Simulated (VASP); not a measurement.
Runs of VASP 6.6.1 on CsH. The structure is that of space group Fm-3m (No. 225), or close to it. The cells are those of the table. 

| cell | gap on the mesh (eV) | pressure (GPa) |
| --- | --- | --- |
| a = 4.509, b = 4.565 Å, angles 59.6, 59.2, 59.6°, 2 atoms | 1.92 | -1.2 |
| a = 4.509, b = 4.537 Å, angles 59.8, 59.6, 59.8°, 2 atoms | (a) | -1.2 |
| a = 4.509, b = 4.396 Å, angles 60.8, 61.7, 60.8°, 2 atoms | 1.91 | -1.2 |
| a = 4.509, b = 4.593 Å, angles 59.4, 58.8, 59.4°, 2 atoms | 1.91 | -1.2 |

Alike in all rows: task single point; level LDA; potentials or basis VASP PAW LDA potentials, release 64 (Cs_sv, H); no spin polarisation; k mesh 8 × 8 × 8; cutoff (eV) 520; smearing gaussian 0.05 eV.

Task: Estimate the missing entries.

Result: (a) 1.93.

Caveats: spin-orbit coupling is left out, which moves the levels of the heavy elements.

A k mesh can miss the band edges, and the runs leave out spin-orbit coupling on Cs.
